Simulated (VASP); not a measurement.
# HfAl2N3 (P6_3mc) in VASP: further runs

Runs on HfAl2N3. Level: PBE. Tasks: single point.

Program: VASP 6.6.1. These are calculated values, not measurements. Logs are shortened: lines on timing, memory, paths and dates and some standing lists are left out, and cuts for length are marked.

### Step 1. The cell of the first run

The structure is hexagonal, space group P6_3mc (No. 186). The conventional cell has a = 3.251 Å, b = 3.251 Å, c = 16.004 Å, α = 90.00°, β = 90.00°, γ = 120.00°. Within 2.7 Å of Hf (site symmetry 3m) lie 4 N at 2.07 to 2.22 Å. Al (site symmetry 3m) has 4 N at 1.93 to 1.95 Å within 2.6 Å. Al (site symmetry 3m) has 4 N at 1.93 to 1.94 Å within 2.6 Å. Within 2.6 Å of N (site symmetry 3m) lie 4 Al at 1.93 to 1.94 Å. Within 2.6 Å of N (site symmetry 3m) lie 3 Al at 1.95 Å and 1 Hf at 2.22 Å. Within 2.6 Å of N (site symmetry 3m) lie 1 Al at 1.93 Å and 3 Hf at 2.07 Å.

### Step 2. Single point, PBE

INCAR

```
PREC = Accurate ; ENCUT = 520
EDIFF = 1E-6 ; ISMEAR = 0
SIGMA = 0.1 ; LREAL = False
LASPH = True ; NELM = 80
ALGO = Normal ; ISIF = 2
LWAVE = False ; LCHARG = True
GGA = PE ; LELF = True
LVHAR = True ; NBANDS = 43
```

KPOINTS

```
Automatic mesh
0
Gamma
  6 6 1
```

POSCAR

```
HfAl2N3
1.0
    3.2510568273      0.0000000028      0.0000000000
   -1.6255284160      2.8154978002      0.0000000000
    0.0000000000      0.0000000000     16.0038373297
Hf Al N
2 4 6
Direct
    0.6666666667      0.3333333333      0.5011288315
    0.3333333333      0.6666666667      1.0011288315
    0.6666666667      0.3333333333      0.1730302324
    0.6666666667      0.3333333333      0.8257218659
    0.3333333333      0.6666666667      0.3257218659
    0.3333333333      0.6666666667      0.6730302324
    0.6666666667      0.3333333333      0.2939324370
    0.6666666667      0.3333333333      0.6400588427
    0.6666666667      0.3333333333      0.9461277905
    0.3333333333      0.6666666667      0.1400588427
    0.3333333333      0.6666666667      0.4461277905
    0.3333333333      0.6666666667      0.7939324370
```

Potentials or basis: VASP PAW PBE potentials, release 64 (Hf_pv, Al, N).

On the command line:

```sh
cat potpaw_PBE.64/Hf_pv/POTCAR potpaw_PBE.64/Al/POTCAR potpaw_PBE.64/N/POTCAR > POTCAR
mpirun -np 1 vasp_std > vasp.out
```

OUTCAR:

```text
PREC = Accurate
   ENCUT = 520
   EDIFF = 1E-6
   ISMEAR = 0
   LREAL = False
   LASPH = True
   NELM = 80
   ISIF = 2
   GGA = PE

 ion  position               nearest neighbor table
   1  0.667  0.333  0.501-  11 2.07  11 2.07  11 2.07   8 2.22   6 3.33   6 3.33   6 3.33   5 3.38
                             5 3.38   5 3.38
   2  0.333  0.667  0.001-   9 2.07   9 2.07   9 2.07  10 2.22   3 3.33   3 3.33   3 3.33   4 3.38
                             4 3.38   4 3.38
   3  0.667  0.333  0.173-   7 1.93  10 1.95  10 1.95  10 1.95   5 3.08   5 3.08   5 3.08   2 3.33
                             2 3.33   2 3.33
   4  0.667  0.333  0.826-   9 1.93  12 1.94  12 1.94  12 1.94   6 3.08   6 3.08   6 3.08   2 3.38
                             2 3.38   2 3.38
   5  0.333  0.667  0.326-  11 1.93   7 1.94   7 1.94   7 1.94   3 3.08   3 3.08   3 3.08   1 3.38
                             1 3.38   1 3.38
   6  0.333  0.667  0.673-  12 1.93   8 1.95   8 1.95   8 1.95   4 3.08   4 3.08   4 3.08   1 3.33
                             1 3.33   1 3.33
   7  0.667  0.333  0.294-   3 1.93   5 1.94   5 1.94   5 1.94
   8  0.667  0.333  0.640-   6 1.95   6 1.95   6 1.95   1 2.22
   9  0.667  0.333  0.946-   4 1.93   2 2.07   2 2.07   2 2.07
  10  0.333  0.667  0.140-   3 1.95   3 1.95   3 1.95   2 2.22
  11  0.333  0.667  0.446-   5 1.93   1 2.07   1 2.07   1 2.07
  12  0.333  0.667  0.794-   6 1.93   4 1.94   4 1.94   4 1.94

  LATTYP: Found a hexagonal cell.
 ALAT       =     3.2510568273
 C/A-ratio  =     4.9226569020

  Lattice vectors:

 A1 = (   3.2510568273,   0.0000000028,   0.0000000000)
 A2 = (  -1.6255284160,   2.8154978002,   0.0000000000)
 A3 = (   0.0000000000,   0.0000000000,  16.0038373297)

Analysis of symmetry for initial positions (statically):
=====================================================================
 Subroutine PRICEL returns:
 Original cell was already a primitive cell.

 Routine SETGRP: Setting up the symmetry group for a
 hexagonal supercell.

 Subroutine GETGRP returns: Found 12 space group operations
 (whereof  6 operations were pure point group operations)
 out of a pool of 24 trial point group operations.

The static configuration has the point symmetry C_3v.
 The point group associated with its full space group is C_6v.

Analysis of symmetry for dynamics (positions and initial velocities):
=====================================================================
 Subroutine PRICEL returns:
 Original cell was already a primitive cell.

 Routine SETGRP: Setting up the symmetry group for a
 hexagonal supercell.

 Subroutine GETGRP returns: Found 12 space group operations
 (whereof  6 operations were pure point group operations)
 out of a pool of 24 trial point group operations.

The dynamic configuration has the point symmetry C_3v.
 The point group associated with its full space group is C_6v.

 Subroutine INISYM returns: Found 12 space group operations
 (whereof  6 operations are pure point group operations),
 and found     1 'primitive' translations

----------------------------------------------------------------------------------------

                                     Primitive cell

  volume of cell :     146.4886

  direct lattice vectors                    reciprocal lattice vectors
     3.251056827  0.000000003  0.000000000     0.307592285  0.177588489  0.000000000
    -1.625528416  2.815497800  0.000000000    -0.000000000  0.355176978  0.000000000
     0.000000000  0.000000000 16.003837330     0.000000000  0.000000000  0.062485014

  length of vectors
     3.251056827  3.251056827 16.003837330     0.355176978  0.355176978  0.062485014

  position of ions in fractional coordinates (direct lattice)
     0.666666667  0.333333333  0.501128831
     0.333333333  0.666666667  0.001128831
     0.666666667  0.333333333  0.173030232
     0.666666667  0.333333333  0.825721866
     0.333333333  0.666666667  0.325721866
     0.333333333  0.666666667  0.673030232
     0.666666667  0.333333333  0.293932437
     0.666666667  0.333333333  0.640058843
     0.666666667  0.333333333  0.946127791
     0.333333333  0.666666667  0.140058843
     0.333333333  0.666666667  0.446127791
     0.333333333  0.666666667  0.793932437

  ion indices of the primitive-cell ions
   primitive index   ion index
                 1           1
                 2           2
                 3           3
                 4           4
                 5           5
                 6           6
                 7           7
                 8           8
                 9           9
                10          10
                11          11
                12          12

----------------------------------------------------------------------------------------

 KPOINTS: Automatic mesh

Automatic generation of k-mesh.
 Grid dimensions read from file:
 generate k-points for:    6    6    1

 Generating k-lattice:

  Cartesian coordinates                     Fractional coordinates (reciprocal lattice)
     0.051265381  0.029598082  0.000000000     0.166666667 -0.000000000  0.000000000
    -0.000000000  0.059196163  0.000000000     0.000000000  0.166666667  0.000000000
     0.000000000  0.000000000  0.062485014     0.000000000  0.000000000  1.000000000

  Length of vectors
     0.059196163  0.059196163  0.062485014

  Shift w.r.t. Gamma in fractional coordinates (k-lattice)
     0.000000000  0.000000000  0.000000000

 Subroutine IBZKPT returns following result:
 ===========================================

 Found      7 irreducible k-points:

 Following reciprocal coordinates:
            Coordinates               Weight
  0.000000  0.000000  0.000000      1.000000
  0.166667  0.000000  0.000000      6.000000
  0.333333  0.000000  0.000000      6.000000
  0.500000  0.000000  0.000000      3.000000
  0.166667  0.166667  0.000000      6.000000
  0.333333  0.166667  0.000000     12.000000
  0.333333  0.333333  0.000000      2.000000
   k-points           NKPTS =      7   k-points in BZ     NKDIM =      7   number of bands    NBANDS=     43
   number of dos      NEDOS =    301   number of ions     NIONS =     12
   total plane-waves  NPLWV =  69120
   dimension x,y,z NGX =    24 NGY =   24 NGZ =  120
   dimension x,y,z NGXF=    48 NGYF=   48 NGZF=  240
   ions per type =               2   4   6
   NGX,Y,Z   is equivalent  to a cutoff of  12.27, 12.27, 12.47 a.u.
   NGXF,Y,Z  is equivalent  to a cutoff of  24.55, 24.55, 24.93 a.u.
 SYSTEM =  unknown system
   PREC   = accura    normal or accurate (medium, high low for compatibility)
   ISTART =      0    job   : 0-new  1-cont  2-samecut
   ICHARG =      2    charge: 1-file 2-atom 10-const
   ISPIN  =      1    spin polarized calculation?
   LNONCOLLINEAR =      F non collinear calculations
   LSORBIT =      F    spin-orbit coupling
   LASPH  =      T    aspherical Exc in radial PAW
   ENCUT  =  520.0 eV  38.22 Ry    6.18 a.u.   6.04  6.04 29.76*2*pi/ulx,y,z
   NELM   =     80;   NELMIN=  2; NELMDL= -5     # of ELM steps
   EDIFF  = 0.1E-05   stopping-criterion for ELM
   LREAL  =      F    real-space projection
   EDIFFG = 0.1E-04   stopping-criterion for IOM
   NSW    =      0    number of steps for IOM
   IBRION =     -1    ionic relax: 0-MD 1-quasi-New 2-CG
   NFREE  =      0    steps in history (QN), initial steepest desc. (CG)
   ISIF   =      2    stress and relaxation
   ISYM   =      2    0-nonsym 1-usesym 2-fastsym
   POTIM  = 0.5000    time-step for ionic-motion
   TEBEG  =    0.0;   TEEND  =   0.0 temperature during run
   PSTRESS=    0.0 pullay stress
   NELECT =      62.0000    total number of electrons
   NUPDOWN=      -1.0000    fix difference up-down
   EMIN   =  10.00;   EMAX   =-10.00  energy-range for DOS
   EFERMI =   0.00;   METHOD = LEGACY
   ISMEAR =     0;   SIGMA  =   0.10  broadening in eV -4-tet -1-fermi 0-gaus
   EFERMI_NEDOS =   21; number of points for ismear=-14 and -15
   IALGO  =     38    algorithm
   IMIX   =      4    mixing-type and parameters
     AMIX     =   0.40;   BMIX     =  1.00
     AMIX_MAG =   1.60;   BMIX_MAG =  1.00
  volume/ion in A,a.u.               =      12.21        82.38
  Fermi-wavevector in a.u.,A,eV,Ry     =   1.229148  2.322752 20.555740  1.510804
  Thomas-Fermi vector in A             =   2.364046
   LORBIT       =      0    0 simple, 1 ext, 2 COOP (PROOUT), +10 PAW based schemes
   GGA     = PE    functional components
   LHFCALC =     F    Hartree Fock is set to
   AEXX    =    0.0000 exact exchange contribution
   IVDW    =     0    specifies the selected vdW correction
   LEPSILON=     F    determine dielectric tensor
   LRPA    =     F    only Hartree local field effects (RPA)
 non-spin polarized calculation
 Gauss-broadening in eV      SIGMA  =   0.10
  energy-cutoff  :      520.00
  volume of cell :      146.49
 maximum number of plane-waves:      4002
   NGX = 13   NGY = 13   NGZ = 59

 number of electron      62.0000007 magnetization

 Free energy of the ion-electron system (eV)
  ---------------------------------------------------
  ext. energy  EPLUGINS =         0.00000000
  ---------------------------------------------------
  free energy    TOTEN  =       -99.54937969 eV

  energy without entropy =      -99.51444205  energy(sigma->0) =      -99.53191087

 E-fermi :   7.6513     XC(G=0): -10.9282

 val. band max:        7.6261011661   @ k =   0.3333   0.1667   0.0000
 cond. band min:       7.6514645097   @ k =   0.3333   0.0000   0.0000
 fundamental gap:      0.0253633436
 Fermi energy:         7.6512876250

 k-point     1 :       0.0000    0.0000    0.0000
  band No.  band energies     occupation
      1     -23.8088      2.00000
      2     -23.8088      2.00000
      3     -23.3957      2.00000
      4     -23.3957      2.00000
      5     -23.3957      2.00000
      6     -23.3957      2.00000
[... 35 lines left out ...]
     42      12.4300      0.00000
     43      13.1677      0.00000

 k-point     2 :       0.1667    0.0000    0.0000
  band No.  band energies     occupation
      1     -23.7870      2.00000
      2     -23.7870      2.00000
      3     -23.5612      2.00000
      4     -23.5612      2.00000
      5     -23.4317      2.00000
      6     -23.4317      2.00000
[... 35 lines left out ...]
     42      12.1673      0.00000
     43      12.9662      0.00000

 k-point     3 :       0.3333    0.0000    0.0000
  band No.  band energies     occupation
      1     -23.9045      2.00000
      2     -23.9045      2.00000
      3     -23.7133      2.00000
      4     -23.7133      2.00000
      5     -23.5027      2.00000
      6     -23.5027      2.00000
[... 35 lines left out ...]
     42      12.6057      0.00000
     43      12.9026      0.00000

 k-point     4 :       0.5000    0.0000    0.0000
  band No.  band energies     occupation
      1     -24.0525      2.00000
      2     -24.0525      2.00000
      3     -23.6922      2.00000
      4     -23.6922      2.00000
      5     -23.5378      2.00000
      6     -23.5378      2.00000
[... 35 lines left out ...]
     42      12.2710      0.00000
     43      12.3366      0.00000

 k-point     5 :       0.1667    0.1667    0.0000
  band No.  band energies     occupation
      1     -23.8124      2.00000
      2     -23.8124      2.00000
      3     -23.7104      2.00000
      4     -23.7104      2.00000
      5     -23.5167      2.00000
      6     -23.5167      2.00000
[... 35 lines left out ...]
     42      12.7047      0.00000
     43      12.9772      0.00000

 k-point     6 :       0.3333    0.1667    0.0000
  band No.  band energies     occupation
      1     -23.9769      2.00000
      2     -23.9768      2.00000
      3     -23.6918      2.00000
      4     -23.6918      2.00000
      5     -23.6210      2.00000
      6     -23.6210      2.00000
[... 35 lines left out ...]
     42      12.3878      0.00000
     43      13.0116      0.00000

 k-point     7 :       0.3333    0.3333    0.0000
  band No.  band energies     occupation
      1     -23.9212      2.00000
      2     -23.9212      2.00000
      3     -23.7776      2.00000
      4     -23.7776      2.00000
      5     -23.6786      2.00000
      6     -23.6786      2.00000
[... 35 lines left out ...]
     42      12.6723      0.00000
     43      13.2615      0.00000

------------------------ aborting loop because EDIFF is reached ----------------------------------------

  FORCE on cell =-STRESS in cart. coord.  units (eV):
  Direction    XX          YY          ZZ          XY          YZ          ZX
  --------------------------------------------------------------------------------------
  -------------------------------------------------------------------------------------
  Total       -0.7885888     -0.7885888     -0.6911070     -0.0000000      0.0000000      0.0000000
  in kB       -8.6249642     -8.6249642     -7.5587852     -0.0000000      0.0000000      0.0000000
  external PRESSURE =      -8.2695712 kB  Pullay stress =       0.0000000 kB

 VOLUME and BASIS-vectors are now :
 -----------------------------------------------------------------------------
  energy-cutoff  :      520.00
  volume of cell :      146.49
      direct lattice vectors                 reciprocal lattice vectors
     3.251056827  0.000000003  0.000000000     0.307592285  0.177588489  0.000000000
    -1.625528416  2.815497800  0.000000000    -0.000000000  0.355176978  0.000000000
     0.000000000  0.000000000 16.003837330     0.000000000  0.000000000  0.062485014

 POSITION                                       TOTAL-FORCE (eV/Angst)
 -----------------------------------------------------------------------------------
      1.62553      0.93850      8.01998         0.000000     -0.000000     -0.042735
     -0.00000      1.87700      0.01807        -0.000000      0.000000     -0.042735
      1.62553      0.93850      2.76915         0.000000     -0.000000      0.008688
      1.62553      0.93850     13.21472        -0.000000     -0.000000      0.009274
     -0.00000      1.87700      5.21280        -0.000000     -0.000000      0.009274
     -0.00000      1.87700     10.77107        -0.000000      0.000000      0.008688
      1.62553      0.93850      4.70405         0.000000      0.000000      0.003574
      1.62553      0.93850     10.24340        -0.000000      0.000000     -0.041620
      1.62553      0.93850     15.14168        -0.000000      0.000000      0.062819
     -0.00000      1.87700      2.24148         0.000000      0.000000     -0.041620
     -0.00000      1.87700      7.13976         0.000000     -0.000000      0.062819
     -0.00000      1.87700     12.70597        -0.000000      0.000000      0.003574
 -----------------------------------------------------------------------------------
    total drift:                               -0.000000      0.000000     -0.001264

  FREE ENERGIE OF THE ION-ELECTRON SYSTEM (eV)
  ---------------------------------------------------
  free  energy   TOTEN  =       -99.5493796936 eV

  energy  without entropy=      -99.5144420478  energy(sigma->0) =      -99.53191087
```

It took 48 s on 1 thread of AMD EPYC 7R13 (Zen 3), shared host; peak memory 0.23 GiB.

Results:

| Property | Result |
| --- | --- |
| Free energy | -99.5494 eV |
| Pressure | -0.8 GPa |
| Largest force | 0.063 eV/Å |
| Band gap on the k mesh | zero (bands 31 and 32 overlap by 1.25 eV) |

Forces in eV/Å, atoms in the order of the input:
```
Hf   0.000  0.000 -0.043
Hf   0.000  0.000 -0.043
Al   0.000  0.000  0.009
Al   0.000  0.000  0.009
Al   0.000  0.000  0.009
Al   0.000  0.000  0.009
N    0.000  0.000  0.004
N    0.000  0.000 -0.042
N    0.000  0.000  0.063
N    0.000  0.000 -0.042
N    0.000  0.000  0.063
N    0.000  0.000  0.004
```

Caveat: the k points lie up to 0.39 Å⁻¹ apart, too coarse for converged energies and pressures of a metal; spin-orbit coupling is left out, which moves the levels of the heavy elements.

(Part 1 of 2 ends here.)

The gap in the log of VASP goes by the Fermi energy; the results here count the filled bands.